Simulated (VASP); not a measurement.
**C: single point with PBE+D3(BJ)**

The system is C.

```
CELL_PARAMETERS angstrom
-2.46466 0.00000 0.00000
0.00000 0.00000 -3.57197
0.00000 -4.26892 0.00000
ATOMIC_POSITIONS crystal
C 0.50000 0.00000 0.17229
C 0.00000 0.00000 0.64980
C 0.00000 0.00000 0.32771
C 0.50000 0.00000 0.85020
```

This cell differs from its parent crystal: atoms displaced along several vibrational modes.

```
Program             : VASP 6.6.1
Task                : single point
Functional          : PBE
Dispersion          : D3(BJ)
Potentials or basis : VASP PAW PBE potentials, release 64 (C)
Cutoff              : 520 eV
k mesh              : 18 × 12 × 10
Occupations         : gaussian, width 0.15 eV
Spin                : no spin polarisation
```

```json
{
  "Pressure": "3.1 GPa",
  "Largest force": "6.223 eV/Å",
  "Band gap on the k mesh": "zero (bands 8 and 9 overlap by 0.34 eV)",
  "Dispersion energy per atom": "-0.144 eV"
}
```

Forces in eV/Å, atoms in the order of the input:
```
C    0.000  1.077  0.000
C    0.000 -6.223  0.000
C    0.000 -1.077  0.000
C    0.000  6.223  0.000
```

Stress tensor (GPa, compression positive):
```
 2.13  0.00  0.00
 0.00  7.28  0.00
 0.00  0.00 -0.13
```

Levels at points of the mesh, in eV from the Fermi level:
```tsv
k point	band 5	band 6	band 7	band 8	band 9	band 10	band 11	band 12
(0.00, 0.00, 0.00)	-6.48	-3.63	-1.98	-1.42	1.74	3.84	7.16	7.28
(0.50, 0.00, 0.00)	-9.25	-9.25	-2.33	-2.33	3.56	3.56	9.20	9.20
(0.00, 0.50, 0.00)	-6.45	-3.61	-2.47	-1.96	0.54	7.33	7.38	9.17
(0.50, 0.50, 0.00)	-9.19	-9.19	-3.42	-3.42	2.72	2.72	10.19	10.19
(0.00, 0.00, 0.50)	-5.80	-5.62	-4.70	-3.51	5.55	5.79	6.85	7.74
(0.50, 0.00, 0.50)	-6.47	-6.47	-2.06	-2.06	2.68	2.68	6.90	6.90
(0.00, 0.50, 0.50)	-6.90	-6.10	-5.77	-3.48	6.21	7.37	7.86	9.03
(0.50, 0.50, 0.50)	-6.44	-6.44	-3.03	-3.03	1.35	1.35	7.15	7.15
```

Wall time 4.5 min on 1 thread of Intel Xeon 8259CL, with other jobs on the host, peak memory 0.29 GiB.

Caveat: the cell differs from its parent crystal (atoms displaced along several vibrational modes); the stress differs along the axes, from -0 to 7 GPa; forces of over 1 eV/Å act on the atoms, so gaps and moduli don't describe the material at rest.
